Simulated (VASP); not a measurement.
# TiC in VASP: further runs, part 2 of 2

VASP 6.6.1. The steps go on from the part before.

## (5) Single point, PBE (volume scaled by 0.9405)

Input file INCAR:

```
SYSTEM = TiC
PREC = Accurate
ENCUT = 520
EDIFF = 1E-6
ISMEAR = -1
SIGMA = 0.03
LREAL = .FALSE.
LASPH = .TRUE.
NELM = 60
ALGO = Normal
ISIF = 2
LWAVE = .FALSE.
LCHARG = .FALSE.
GGA = PE
NBANDS = 15
```

Input file KPOINTS:

```
Automatic mesh
0
G
  16 16 16
  0 0 0
```

Input file POSCAR:

```
TiC
1.0
    0.0000000000      2.1202001280      2.1202001280
    2.1202001280      0.0000000000      2.1202001280
    2.1202001280      2.1202001280      0.0000000000
Ti C
1 1
Direct
    0.0000000000      0.0000000000      0.0000000000
    0.5000000000      0.5000000000      0.5000000000
```

Potentials or basis: VASP PAW PBE potentials, release 64 (Ti_sv, C).

Started as:

```console
> cat potpaw_PBE.64/Ti_sv/POTCAR potpaw_PBE.64/C/POTCAR > POTCAR
> mpirun -np 1 vasp_std > vasp.out
```

OUTCAR:

```text
SYSTEM = TiC
   PREC = Accurate
   ENCUT = 520
   EDIFF = 1E-6
   ISMEAR = -1
   LREAL = .FALSE.
   LASPH = .TRUE.
   NELM = 60
   ISIF = 2
   GGA = PE

 ion  position               nearest neighbor table
   1  0.000  0.000  0.000-   2 2.12   2 2.12   2 2.12   2 2.12   2 2.12   2 2.12
   2  0.500  0.500  0.500-   1 2.12   1 2.12   1 2.12   1 2.12   1 2.12   1 2.12

  LATTYP: Found a face centered cubic cell.
 ALAT       =     4.2404002560

  Lattice vectors:

 A1 = (   0.0000000000,   2.1202001280,   2.1202001280)
 A2 = (   2.1202001280,   0.0000000000,   2.1202001280)
 A3 = (   2.1202001280,   2.1202001280,   0.0000000000)

Analysis of symmetry for initial positions (statically):
=====================================================================
 Subroutine PRICEL returns:
 Original cell was already a primitive cell.

 Routine SETGRP: Setting up the symmetry group for a
 face centered cubic supercell.

 Subroutine GETGRP returns: Found 48 space group operations
 (whereof 48 operations were pure point group operations)
 out of a pool of 48 trial point group operations.

The static configuration has the point symmetry O_h .

Analysis of symmetry for dynamics (positions and initial velocities):
=====================================================================
 Subroutine PRICEL returns:
 Original cell was already a primitive cell.

 Routine SETGRP: Setting up the symmetry group for a
 face centered cubic supercell.

 Subroutine GETGRP returns: Found 48 space group operations
 (whereof 48 operations were pure point group operations)
 out of a pool of 48 trial point group operations.

The dynamic configuration has the point symmetry O_h .

 Subroutine INISYM returns: Found 48 space group operations
 (whereof 48 operations are pure point group operations),
 and found     1 'primitive' translations

----------------------------------------------------------------------------------------

[... 120 lines left out ...]
   IVDW    =     0    specifies the selected vdW correction
   LEPSILON=     F    determine dielectric tensor
   LRPA    =     F    only Hartree local field effects (RPA)
 non-spin polarized calculation
  energy-cutoff  :      520.00
  volume of cell :       19.06
 maximum number of plane-waves:       533
   NGX = 11   NGY = 11   NGZ = 11

 number of electron      16.0000002 magnetization

 Free energy of the ion-electron system (eV)
  ---------------------------------------------------
  ext. energy  EPLUGINS =         0.00000000
  ---------------------------------------------------
  free energy    TOTEN  =       -18.63722687 eV

  energy without entropy =      -18.63599208  energy(sigma->0) =      -18.63660948

 E-fermi :  10.1687     XC(G=0): -13.0314

 val. band max:       10.1669566451   @ k =   0.1250   0.0625   0.0000
 cond. band min:      10.2001870480   @ k =   0.5000   0.5000   0.0000
 fundamental gap:      0.0332304029
 Fermi energy:        10.1687169391

 k-point     1 :       0.0000    0.0000    0.0000
  band No.  band energies     occupation
      1     -46.2244      2.00000
      2     -22.2104      2.00000
      3     -22.2104      2.00000
      4     -22.2104      2.00000
      5      -2.5151      2.00000
      6      10.8938      0.00000
      7      10.8938      0.00000
      8      10.8938      0.00000
      9      11.9384      0.00000
     10      11.9384      0.00000
     11      11.9384      0.00000
     12      12.0307      0.00000
     13      12.0308      0.00000
     14      21.6232      0.00000
[... 401 lines left out ...]
      2     -22.2698      2.00000
      3     -22.2266      2.00000
      4     -22.2116      2.00000
      5      -2.2621      2.00000
      6       9.9386      1.99907
      7      10.1240      1.63266
      8      10.1318      1.54760
      9      11.0148      0.00000
     10      11.6525      0.00000
     11      12.5744      0.00000
     12      13.2145      0.00000
     13      14.1237      0.00000
     14      22.0153      0.00000
     15      24.6167      0.00000

 [... further k-points ...]

------------------------ aborting loop because EDIFF is reached ----------------------------------------

  FORCE on cell =-STRESS in cart. coord.  units (eV):
  Direction    XX          YY          ZZ          XY          YZ          ZX
  --------------------------------------------------------------------------------------
  -------------------------------------------------------------------------------------
  Total        2.2190145      2.2190145      2.2190145     -0.0000000     -0.0000000      0.0000000
  in kB      186.5134483    186.5134483    186.5134483     -0.0000000     -0.0000000      0.0000000
  external PRESSURE =     186.5134483 kB  Pullay stress =       0.0000000 kB

 VOLUME and BASIS-vectors are now :
 -----------------------------------------------------------------------------
  energy-cutoff  :      520.00
  volume of cell :       19.06
      direct lattice vectors                 reciprocal lattice vectors
     0.000000000  2.120200128  2.120200128    -0.235826795  0.235826795  0.235826795
     2.120200128  0.000000000  2.120200128     0.235826795 -0.235826795  0.235826795
     2.120200128  2.120200128  0.000000000     0.235826795  0.235826795 -0.235826795

 POSITION                                       TOTAL-FORCE (eV/Angst)
 -----------------------------------------------------------------------------------
      0.00000      0.00000      0.00000         0.000000     -0.000000     -0.000000
      2.12020      2.12020      2.12020        -0.000000      0.000000      0.000000
 -----------------------------------------------------------------------------------
    total drift:                                0.000000     -0.000000     -0.000000

  FREE ENERGIE OF THE ION-ELECTRON SYSTEM (eV)
  ---------------------------------------------------
  free  energy   TOTEN  =       -18.6372268659 eV

  energy  without entropy=      -18.6359920844  energy(sigma->0) =      -18.63660948
```

It took 29 s on 1 thread of Intel Xeon Platinum 8259CL at 2.50GHz (Skylake/Cascade Lake), shared host; peak memory 0.17 GiB.

Results:

```
Free energy            : -18.6372 eV
Pressure               : 18.7 GPa
Band gap on the k mesh : zero (band 8 reaches 10.89 eV, above the bottom of band 9 at 9.76 eV)
```

## (6) Single point, PBE (volume scaled by 0.97)

Input file INCAR:

```
  ALGO = Normal
  EDIFF = 1E-7
  ENCUT = 520
  GGA = PE
  ISIF = 2
  ISMEAR = -1
  LASPH = T
  LCHARG = F
  LREAL = F
  LWAVE = F
  NBANDS = 15
  NELM = 80
  PREC = Accurate
  SIGMA = 0.03
```

Input file KPOINTS:

```
k-points
0
Gamma
  16 16 16
```

Input file POSCAR:

```
TiC
1.0
    0.0000000000      2.1421399196      2.1421399196
    2.1421399196      0.0000000000      2.1421399196
    2.1421399196      2.1421399196      0.0000000000
Ti C
1 1
Direct
    0.0000000000      0.0000000000      0.0000000000
    0.5000000000      0.5000000000      0.5000000000
```

Potentials or basis: VASP PAW PBE potentials, release 64 (Ti_sv, C).

Started as:

```console
> cat potpaw_PBE.64/Ti_sv/POTCAR potpaw_PBE.64/C/POTCAR > POTCAR
> mpirun -np 1 vasp_std > vasp.out
```

Wall time 27 s (1 thread of Intel Xeon Platinum 8259CL at 2.50GHz (Skylake/Cascade Lake), shared host); peak memory 0.16 GiB.

The run converged. Its results:

```
Free energy            : -18.6892 eV
Pressure               : 9.2 GPa
Band gap on the k mesh : zero (band 8 reaches 10.51 eV, above the bottom of band 9 at 9.39 eV)
```

Levels at points of the mesh, in eV from the Fermi level:
```csv
k point,band 5,band 6,band 7,band 8,band 9,band 10,band 11,band 12
"(0.00, 0.00, 0.00)",-12.54,0.71,0.71,0.71,1.73,1.73,1.73,1.79
"(0.50, 0.00, 0.00)",-8.90,-5.98,-2.99,-2.99,3.06,3.06,4.30,8.41
"(0.50, 0.50, 0.00)",-10.24,-3.44,-1.71,0.00,0.00,2.84,3.69,3.69
```

## (7) Summary

| cell | gap on the mesh (eV) | pressure (GPa) |
| --- | --- | --- |
| a = 3.091, b = 3.091, c = 3.060 Å, angles 60.3, 60.3, 59.3°, 2 atoms | none | -3.6 |
| a = 3.107, b = 3.107, c = 3.060 Å, angles 60.5, 60.5, 59.0°, 2 atoms | none | -5.7 |
| a = 3.091, b = 3.091, c = 3.122 Å, angles 59.7, 59.7, 60.7°, 2 atoms | none | -8.1 |
| a = 2.998 Å, angles 60.0°, 2 atoms | none | 18.7 |
| a = 3.029 Å, angles 60.0°, 2 atoms | none | 9.2 |

Alike in all rows: task single point; level PBE; potentials or basis VASP PAW PBE potentials, release 64 (Ti_sv, C); no spin polarisation; k mesh 16 × 16 × 16; cutoff (eV) 520; smearing fermi-dirac 0.03 eV.

Absolute energies hang on the potentials; compare differences alone.
